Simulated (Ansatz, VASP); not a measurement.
LiCl in VASP and in Ansatz

```
Li Cl
1.0
    -0.15545    2.71288    2.71288
     2.71288   -0.15545    2.71288
     2.71288    2.71288   -0.15545
Li Cl
1 1
Cartesian
  -0.0276 -0.0276 -0.0276
  1.3452 1.3452 1.3452
```

Change from the starting cell: epitaxial_111 strain +5.0%.

Alike in both runs: task single point; functional HSE06; k mesh 6 × 6 × 6; no spin polarisation.

|  | VASP | Ansatz |
| --- | --- | --- |
| version | VASP 6.6.1 | Ansatz 0.2.0 |
| potentials or method | VASP PAW PBE potentials, release 64 (Li_sv, Cl) | plane waves, PAW |
| plane-wave cutoff (eV) | 520 | 420 |
| occupations | gaussian, width 0.01 eV | fixed |
| valence electrons in the cell | 10 | 10 |

```tsv
	VASP	Ansatz	Ansatz less VASP
gap on the k mesh at the Fermi level (eV)	6.93	6.93	-0.001
rms of the force components (eV/Å)	0.006	0.006	+0.0009
```

Atom by atom the forces differ by 0.001 eV/Å (rms over components). Ansatz's warnings: stress exchange threshold loose, stress scf threshold loose.

Noted on VASP's run: the cutoff is under 1.25 times that of the potentials, so the pressure is a little rough.
